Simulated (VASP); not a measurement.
Write the native input for VASP 6.6.1 that does the following.

- Task: single point
- Functional: PBE
- Potentials or basis: VASP PAW PBE potentials, release 64 (N, B)
- Cutoff: 520 eV
- k mesh: 12 × 12 × 6
- Occupations: fermi-dirac, width 0.05 eV
- Spin: no spin polarisation
- Dipole correction: no
- Further INCAR settings: ALGO = Normal; EDIFF = 1e-07; NBANDS = 16

The structure of BN lies in POSCAR:

```
BN
1.0
    2.5545800929      0.0000000000      0.0000000000
   -1.2772900465      2.2123312565      0.0000000000
    0.0000000000      0.0000000000      4.2245145432
N B
2 2
Direct
    0.3333333333      0.6666666667      0.1251941442
    0.6666666667      0.3333333333      0.6251941442
    0.3333333333      0.6666666667      0.4998058558
    0.6666666667      0.3333333333      0.9998058558
```

One way to write it, as run:

INCAR

```
ALGO     = Normal         # electronic algorithm
EDIFF    = 1E-7           # SCF threshold, eV
ENCUT    = 520            # plane-wave cutoff, eV
GGA      = PE             # functional
ISIF     = 2              # what is computed and relaxed
ISMEAR   = -1             # smearing method
LASPH    = T              # aspherical terms in the spheres
LCHARG   = F              # write CHGCAR
LREAL    = F              # projectors in reciprocal space
LWAVE    = F              # write WAVECAR
NBANDS   = 16             # bands
NELM     = 80             # most SCF steps
PREC     = Accurate       # precision mode
SIGMA    = 0.05           # smearing width, eV
```

KPOINTS

```
k-points
0
Gamma
  12 12 6
```

Potentials or basis: VASP PAW PBE potentials, release 64 (N, B).

Command:

```sh
$ cat potpaw_PBE.64/N/POTCAR potpaw_PBE.64/B/POTCAR > POTCAR
$ mpirun -np 1 vasp_std > vasp.out
```

Results of the run:

| Property | Result |
| --- | --- |
| Pressure | 0.2 GPa |
| Band gap on the k mesh | 5.21 eV, indirect (least direct gap 8.24 eV) |

Run time: 9.9 s on 1 thread of Intel(R) Xeon(R) 6975P-C (Granite Rapids), on a shared host, peak memory 0.14 GiB.
